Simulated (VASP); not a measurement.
Si2Ni, 3 atoms in the cell. It takes space group Fm-3m (No. 225, cubic). The conventional cell has a = 5.755 Å, b = 5.755 Å, c = 5.755 Å, α = 90.00°, β = 90.00°, γ = 90.00°. Si (site symmetry -43m) has 4 Ni at 2.49 Å and 6 Si at 2.88 Å within 3.3 Å. Ni (site symmetry m-3m) has 8 Si at 2.49 Å within 3.3 Å. 

- Program: VASP 6.6.1
- Task: single point
- Functional: PBE
- Potentials or basis: VASP PAW PBE potentials, release 64 (Si, Ni)
- Cutoff: 520 eV
- k mesh: 14 × 14 × 14
- Occupations: gaussian, width 0.15 eV
- Spin: collinear spin
- Starting moments: [0.0, 0.0, 0.125] μB
- Fixed moment: 0.125 μB
- Dipole correction: no
- Further INCAR settings: ALGO = Normal; EDIFF = 1e-07; NBANDS = 20

Potentials or basis: VASP PAW PBE potentials, release 64 (Si, Ni).

Run with:

```bash
$ cat potpaw_PBE.64/Si/POTCAR potpaw_PBE.64/Ni/POTCAR > POTCAR
$ mpirun -np 1 vasp_std > vasp.out
```

Hardware: 1 thread of Intel(R) Xeon(R) 6975P-C (Granite Rapids) (shared host).

Problem. How long does it take, and how much memory?

Solution. It took 88 s on 1 thread of Intel(R) Xeon(R) 6975P-C (Granite Rapids) (shared host), peak memory 0.29 GiB. Counts: scf iterations 16, k points 104.
